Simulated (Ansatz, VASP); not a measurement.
One calculation of Al2O3, two programs

INCAR

```
SYSTEM = Al2O3
PREC = Accurate ; ENCUT = 520
EDIFF = 1E-6 ; ISMEAR = 0
SIGMA = 0.05 ; LREAL = .False.
LASPH = .True. ; NELM = 100
ALGO = Normal ; ISIF = 2
LWAVE = .False. ; LCHARG = .False.
GGA = CA ; NBANDS = 20
```

KPOINTS

```
Automatic mesh
0
Gamma
  9 9 4
  0 0 0
```

The input POSCAR:

```
Al2O3
1.0
    3.1150709442      0.0000000000      0.0000000000
   -1.5575354721      2.6977305722      0.0000000000
    0.0000000000      0.0000000000      8.5898141032
Al O
2 3
Direct
    0.0000000000      0.0000000000      0.1499923300
    0.0000000000      0.0000000000      0.8500076700
    0.3333333333      0.6666666667      0.2223169200
    0.6666666667      0.3333333333      0.0000000000
    0.3333333333      0.6666666667      0.7776830800
```

Input for Ansatz:

```yaml
crystal:
  lattice:
    - [3.1150709442, 0.0, 0.0]
    - [-1.5575354721, 2.6977305722, 0.0]
    - [0.0, 0.0, 8.5898141032]
  atoms:
    - { symbol: Al, position: [0.0, 0.0, 0.14999233] }
    - { symbol: Al, position: [0.0, 0.0, 0.85000767] }
    - { symbol: O, position: [0.3333333333, 0.6666666667, 0.22231692] }
    - { symbol: O, position: [0.6666666667, 0.3333333333, 0.0] }
    - { symbol: O, position: [0.3333333333, 0.6666666667, 0.77768308] }
basis:
  ecutwfc: 420
kpoints:
  mp_grid: { grid: [9, 9, 4] }
hamiltonian:
  xc: lda
scf:
  occupations: { method: gaussian, width: 0.05 }
output:
  forces: true
  stress: true
  eigenvalues: true
```

Change from the starting cell: strain +0.080 along x and y, -0.080 along z, atoms carried along.

Alike in both runs: task single point; functional LDA; k mesh 9 × 9 × 4; occupations gaussian, width 0.05 eV; no spin polarisation.

|  | VASP | Ansatz |
| --- | --- | --- |
| version | VASP 6.6.1 | Ansatz 0.2.0 |
| potentials or method | VASP PAW LDA potentials, release 64 (Al, O), cutoff 520 eV | scalar-relativistic, plane waves, PAW |
| valence electrons in the cell | 24 | 24 |

|  | VASP | Ansatz | Ansatz less VASP |
| --- | --- | --- | --- |
| gap on the k mesh at the Fermi level (eV) | 2.60 | 2.62 | +0.021 |
| least direct gap on the mesh (eV) | 2.86 | 2.87 | +0.012 |
| pressure (GPa) | -19.2 | -19.5 | -0.26 |
| traceless stress, the component that is largest in VASP (GPa) | 24.46 | 24.77 | +0.303 |
| rms of the force components (eV/Å) | 0.839 | 0.839 | +0.0001 |

LDA's correlation is that of Perdew and Zunger in VASP and of Perdew and Wang (1992) in Ansatz. Atom by atom the forces differ by 0.003 eV/Å (rms over components).
